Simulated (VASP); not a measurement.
# Ti3PO2 (P-3m1) in VASP: a series of runs

The runs below take Ti3PO2 through single point, with LDA.

All numbers are computed with VASP 6.6.1; they aren't measurements. Logs are shortened: lines on timing, memory, paths and dates and some standing lists are left out, and cuts for length are marked.

## Step 1: The cell of the first run

The structure is trigonal, space group P-3m1 (No. 164). Conventional cell: a = 3.183 Å, b = 3.183 Å, c = 8.049 Å, α = 90.00°, β = 90.00°, γ = 120.00°. Ti (site symmetry 3m) has 3 O at 2.20 Å and 3 P at 2.48 Å and 3 Ti at 2.99 Å within 3.0 Å. Ti (site symmetry -3m) has 6 O at 2.17 Å and 6 Ti at 2.99 Å within 3.0 Å. Within 3.5 Å of P (site symmetry -3m) lie 6 Ti at 2.48 Å and 6 P at 3.18 Å and 6 O at 3.42 Å. O (site symmetry 3m) has 6 Ti at 2.17 to 2.20 Å and 3 O at 2.94 Å within 3.0 Å.

## Step 2: Single point, LDA

Input file INCAR:

```
SYSTEM = Ti3PO2
PREC = Accurate ; ENCUT = 520
EDIFF = 1E-6 ; ISMEAR = 1
SIGMA = 0.1 ; LREAL = .FALSE.
LASPH = .TRUE. ; NELM = 80
ALGO = Normal ; ISIF = 2
LWAVE = .FALSE. ; LCHARG = .FALSE.
NBANDS = 36
```

Input file KPOINTS:

```
Automatic mesh
0
G
  8 8 3
  0 0 0
```

Input file POSCAR:

```
Ti3PO2
1.0
    3.1829497960      0.0000000000      0.0000000000
   -1.5914749030      2.7565153812      0.0000000000
    0.0000000000      0.0000000000      8.0494750862
Ti P O
3 1 2
Direct
    0.3333333333      0.6666666667      0.7067560000
    0.6666666667      0.3333333333      0.2932440000
    0.0000000000      0.0000000000      0.0000000000
    0.0000000000      0.0000000000      0.5000000000
    0.3333333333      0.6666666667      0.1422570000
    0.6666666667      0.3333333333      0.8577430000
```

Potentials or basis: VASP PAW LDA potentials, release 64 (Ti_sv, P, O).

Launch:

```
$ cat potpaw_LDA.64/Ti_sv/POTCAR potpaw_LDA.64/P/POTCAR potpaw_LDA.64/O/POTCAR > POTCAR
$ mpirun -np 1 vasp_std > vasp.out
```

OUTCAR:

```text
SYSTEM = Ti3PO2
   PREC = Accurate
   ENCUT = 520
   EDIFF = 1E-6
   ISMEAR = 1
   LREAL = .FALSE.
   LASPH = .TRUE.
   NELM = 80
   ISIF = 2

 ion  position               nearest neighbor table
   1  0.333  0.667  0.707-   6 2.20   6 2.20   6 2.20   4 2.48   4 2.48   4 2.48
   2  0.667  0.333  0.293-   5 2.20   5 2.20   5 2.20   4 2.48   4 2.48   4 2.48
   3  0.000  0.000  0.000-   6 2.17   5 2.17   6 2.17   5 2.17   5 2.17   6 2.17
   4  0.000  0.000  0.500-   2 2.48   1 2.48   2 2.48   1 2.48   1 2.48   2 2.48
   5  0.333  0.667  0.142-   3 2.17   3 2.17   3 2.17   2 2.20   2 2.20   2 2.20
   6  0.667  0.333  0.858-   3 2.17   3 2.17   3 2.17   1 2.20   1 2.20   1 2.20

  LATTYP: Found a hexagonal cell.
 ALAT       =     3.1829497960
 C/A-ratio  =     2.5289356107

  Lattice vectors:

 A1 = (   3.1829497960,   0.0000000000,   0.0000000000)
 A2 = (  -1.5914749030,   2.7565153812,   0.0000000000)
 A3 = (   0.0000000000,   0.0000000000,   8.0494750862)

Analysis of symmetry for initial positions (statically):
=====================================================================
 Subroutine PRICEL returns:
 Original cell was already a primitive cell.

 Routine SETGRP: Setting up the symmetry group for a
 hexagonal supercell.

 Subroutine GETGRP returns: Found 12 space group operations
 (whereof 12 operations were pure point group operations)
 out of a pool of 24 trial point group operations.

The static configuration has the point symmetry D_3d.

Analysis of symmetry for dynamics (positions and initial velocities):
=====================================================================
 Subroutine PRICEL returns:
 Original cell was already a primitive cell.

 Routine SETGRP: Setting up the symmetry group for a
 hexagonal supercell.

 Subroutine GETGRP returns: Found 12 space group operations
 (whereof 12 operations were pure point group operations)
 out of a pool of 24 trial point group operations.

The dynamic configuration has the point symmetry D_3d.

 Subroutine INISYM returns: Found 12 space group operations
 (whereof 12 operations are pure point group operations),
 and found     1 'primitive' translations

----------------------------------------------------------------------------------------

                                     Primitive cell

  volume of cell :      70.6249

  direct lattice vectors                    reciprocal lattice vectors
     3.182949796  0.000000000  0.000000000     0.314173978  0.181388432  0.000000000
    -1.591474903  2.756515381  0.000000000     0.000000000  0.362776862  0.000000000
     0.000000000  0.000000000  8.049475086     0.000000000  0.000000000  0.124231703

  length of vectors
     3.182949796  3.182949798  8.049475086     0.362776862  0.362776862  0.124231703

  position of ions in fractional coordinates (direct lattice)
     0.333333333  0.666666667  0.706756000
     0.666666667  0.333333333  0.293244000
     0.000000000  0.000000000  0.000000000
     0.000000000  0.000000000  0.500000000
     0.333333333  0.666666667  0.142257000
     0.666666667  0.333333333  0.857743000

  ion indices of the primitive-cell ions
   primitive index   ion index
                 1           1
                 2           2
                 3           3
                 4           4
                 5           5
                 6           6

----------------------------------------------------------------------------------------

 KPOINTS: Automatic mesh

Automatic generation of k-mesh.
 Grid dimensions read from file:
 generate k-points for:    8    8    3

 Generating k-lattice:

  Cartesian coordinates                     Fractional coordinates (reciprocal lattice)
     0.039271747  0.022673554  0.000000000     0.125000000  0.000000000  0.000000000
     0.000000000  0.045347108  0.000000000     0.000000000  0.125000000  0.000000000
     0.000000000  0.000000000  0.041410568     0.000000000  0.000000000  0.333333333

  Length of vectors
     0.045347108  0.045347108  0.041410568

  Shift w.r.t. Gamma in fractional coordinates (k-lattice)
     0.000000000  0.000000000  0.000000000

 Subroutine IBZKPT returns following result:
 ===========================================

 Found     25 irreducible k-points:

 Following reciprocal coordinates:
            Coordinates               Weight
  0.000000  0.000000  0.000000      1.000000
  0.125000  0.000000  0.000000      6.000000
  0.250000  0.000000  0.000000      6.000000
  0.375000  0.000000  0.000000      6.000000
  0.500000  0.000000  0.000000      3.000000
  0.125000  0.125000  0.000000      6.000000
[... 16 lines left out ...]
 -0.125000  0.500000  0.333333     12.000000
  0.250000  0.250000  0.333333     12.000000
   k-points           NKPTS =     25   k-points in BZ     NKDIM =     25   number of bands    NBANDS=     36
   number of dos      NEDOS =    301   number of ions     NIONS =      6
   total plane-waves  NPLWV =  34560
   dimension x,y,z NGX =    24 NGY =   24 NGZ =   60
   dimension x,y,z NGXF=    48 NGYF=   48 NGZF=  120
   ions per type =               3   1   2
   NGX,Y,Z   is equivalent  to a cutoff of  12.54, 12.54, 12.39 a.u.
   NGXF,Y,Z  is equivalent  to a cutoff of  25.07, 25.07, 24.78 a.u.
 SYSTEM =  Ti3PO2
   PREC   = accura    normal or accurate (medium, high low for compatibility)
   ISTART =      0    job   : 0-new  1-cont  2-samecut
   ICHARG =      2    charge: 1-file 2-atom 10-const
   ISPIN  =      1    spin polarized calculation?
   LNONCOLLINEAR =      F non collinear calculations
   LSORBIT =      F    spin-orbit coupling
   LASPH  =      T    aspherical Exc in radial PAW
   ENCUT  =  520.0 eV  38.22 Ry    6.18 a.u.   5.92  5.92 14.97*2*pi/ulx,y,z
   NELM   =     80;   NELMIN=  2; NELMDL= -5     # of ELM steps
   EDIFF  = 0.1E-05   stopping-criterion for ELM
   LREAL  =      F    real-space projection
   EDIFFG = 0.1E-04   stopping-criterion for IOM
   NSW    =      0    number of steps for IOM
   IBRION =     -1    ionic relax: 0-MD 1-quasi-New 2-CG
   NFREE  =      0    steps in history (QN), initial steepest desc. (CG)
   ISIF   =      2    stress and relaxation
   ISYM   =      2    0-nonsym 1-usesym 2-fastsym
   POTIM  = 0.5000    time-step for ionic-motion
   TEBEG  =    0.0;   TEEND  =   0.0 temperature during run
   PSTRESS=    0.0 pullay stress
   NELECT =      53.0000    total number of electrons
   NUPDOWN=      -1.0000    fix difference up-down
   EMIN   =  10.00;   EMAX   =-10.00  energy-range for DOS
   EFERMI =   0.00;   METHOD = LEGACY
   ISMEAR =     1;   SIGMA  =   0.10  broadening in eV -4-tet -1-fermi 0-gaus
   EFERMI_NEDOS =   21; number of points for ismear=-14 and -15
   IALGO  =     38    algorithm
   IMIX   =      4    mixing-type and parameters
     AMIX     =   0.40;   BMIX     =  1.00
     AMIX_MAG =   1.60;   BMIX_MAG =  1.00
  volume/ion in A,a.u.               =      11.77        79.43
  Fermi-wavevector in a.u.,A,eV,Ry     =   1.487696  2.811338 30.112950  2.213239
  Thomas-Fermi vector in A             =   2.600824
   LORBIT       =      0    0 simple, 1 ext, 2 COOP (PROOUT), +10 PAW based schemes
   GGA     = CA    functional components
   LHFCALC =     F    Hartree Fock is set to
   AEXX    =    0.0000 exact exchange contribution
   IVDW    =     0    specifies the selected vdW correction
   LEPSILON=     F    determine dielectric tensor
   LRPA    =     F    only Hartree local field effects (RPA)
 non-spin polarized calculation
 Methfessel and Paxton  Order N= 1 SIGMA  =   0.10
  energy-cutoff  :      520.00
  volume of cell :       70.62
 maximum number of plane-waves:      1928
   NGX = 11   NGY = 11   NGZ = 29

 number of electron      52.9999996 magnetization

 Free energy of the ion-electron system (eV)
  ---------------------------------------------------
  ext. energy  EPLUGINS =         0.00000000
  ---------------------------------------------------
  free energy    TOTEN  =       -54.94152303 eV

  energy without entropy =      -54.94007439  energy(sigma->0) =      -54.94104015

 E-fermi :  10.4081     XC(G=0): -12.5273

 val. band max:       10.3974286464   @ k =   0.2500   0.0000   0.3333
 cond. band min:      10.4109005095   @ k =   0.1250   0.1250   0.3333
 fundamental gap:      0.0134718631
 Fermi energy:        10.4080739568

 k-point     1 :       0.0000    0.0000    0.0000
  band No.  band energies     occupation
      1     -46.9732      2.00000
      2     -46.4776      2.00000
      3     -46.4773      2.00000
      4     -23.7686      2.00000
      5     -23.5551      2.00000
      6     -23.5551      2.00000
[... 28 lines left out ...]
     35      11.3587     -0.00000
     36      12.3547     -0.00000

 k-point     2 :       0.1250    0.0000    0.0000
  band No.  band energies     occupation
      1     -46.9677      2.00000
      2     -46.4729      2.00000
      3     -46.4727      2.00000
      4     -23.7512      2.00000
      5     -23.6129      2.00000
      6     -23.5657      2.00000
[... 28 lines left out ...]
     35      11.6630     -0.00000
     36      12.6110      0.00000

 k-point     3 :       0.2500    0.0000    0.0000
  band No.  band energies     occupation
      1     -46.9543      2.00000
      2     -46.4619      2.00000
      3     -46.4615      2.00000
      4     -23.7437      2.00000
      5     -23.7078      2.00000
      6     -23.5912      2.00000
[... 28 lines left out ...]
     35      12.0946     -0.00000
     36      12.4425      0.00000
[... 742 lines left out ...]
 k-point    23 :      -0.1250    0.5000    0.3333
  band No.  band energies     occupation
      1     -46.9354      2.00000
      2     -46.4463      2.00000
      3     -46.4453      2.00000
      4     -23.8837      2.00000
      5     -23.6611      2.00000
      6     -23.6499      2.00000
[... 28 lines left out ...]
     35      12.5773      0.00000
     36      12.6983      0.00000

 k-point    24 :       0.2500    0.2500    0.3333
  band No.  band energies     occupation
      1     -46.9354      2.00000
      2     -46.4463      2.00000
      3     -46.4453      2.00000
      4     -23.8425      2.00000
      5     -23.7049      2.00000
      6     -23.6467      2.00000
[... 28 lines left out ...]
     35      12.5104      0.00000
     36      12.8311      0.00000

 [... further k-points ...]
[... 5 lines left out ...]
  --------------------------------------------------------------------------------------
  -------------------------------------------------------------------------------------
  Total       -6.2473624     -6.2473624     -6.1172968      0.0000000      0.0000000     -0.0000000
  in kB     -141.7259939   -141.7259938   -138.7753609      0.0000003      0.0000000     -0.0000000
  external PRESSURE =    -140.7424495 kB  Pullay stress =       0.0000000 kB

 VOLUME and BASIS-vectors are now :
 -----------------------------------------------------------------------------
  energy-cutoff  :      520.00
  volume of cell :       70.62
      direct lattice vectors                 reciprocal lattice vectors
     3.182949796  0.000000000  0.000000000     0.314173978  0.181388432  0.000000000
    -1.591474903  2.756515381  0.000000000     0.000000000  0.362776862  0.000000000
     0.000000000  0.000000000  8.049475086     0.000000000  0.000000000  0.124231703

 POSITION                                       TOTAL-FORCE (eV/Angst)
 -----------------------------------------------------------------------------------
     -0.00000      1.83768      5.68901         0.000000      0.000000      0.262620
      1.59147      0.91884      2.36046        -0.000000     -0.000000     -0.262620
      0.00000      0.00000      0.00000         0.000000      0.000000      0.000000
      0.00000      0.00000      4.02474         0.000000      0.000000      0.000000
     -0.00000      1.83768      1.14509         0.000000      0.000000     -0.039502
      1.59147      0.91884      6.90438        -0.000000      0.000000      0.039502
 -----------------------------------------------------------------------------------
    total drift:                                0.000000     -0.000000      0.000000

  FREE ENERGIE OF THE ION-ELECTRON SYSTEM (eV)
  ---------------------------------------------------
  free  energy   TOTEN  =       -54.9415230303 eV

  energy  without entropy=      -54.9400743928  energy(sigma->0) =      -54.94104015
```

Wall time 1.7 min (1 thread of Intel Xeon Platinum 8375C at 2.90GHz (Ice Lake), shared host); peak memory 0.19 GiB.

Results:

* Free energy: -54.9415 eV
* Pressure: -14.1 GPa
* Largest force: 0.263 eV/Å
* Band gap on the k mesh: zero (an odd number of electrons rules out a gap without spin polarisation)

Forces on the atoms (eV/Å):
```
Ti   0.000  0.000  0.263
Ti   0.000  0.000 -0.263
Ti   0.000  0.000  0.000
P    0.000  0.000  0.000
O    0.000  0.000 -0.040
O    0.000  0.000  0.040
```

Stress tensor (GPa, compression positive):
```
-14.17   0.00   0.00
  0.00 -14.17   0.00
  0.00   0.00 -13.88
```

Caveat: the cell stands under tension; an odd number of electrons without spin polarisation forces a metal; a magnetic or distorted state may lie lower.

(Continued in part 2 of 2.)
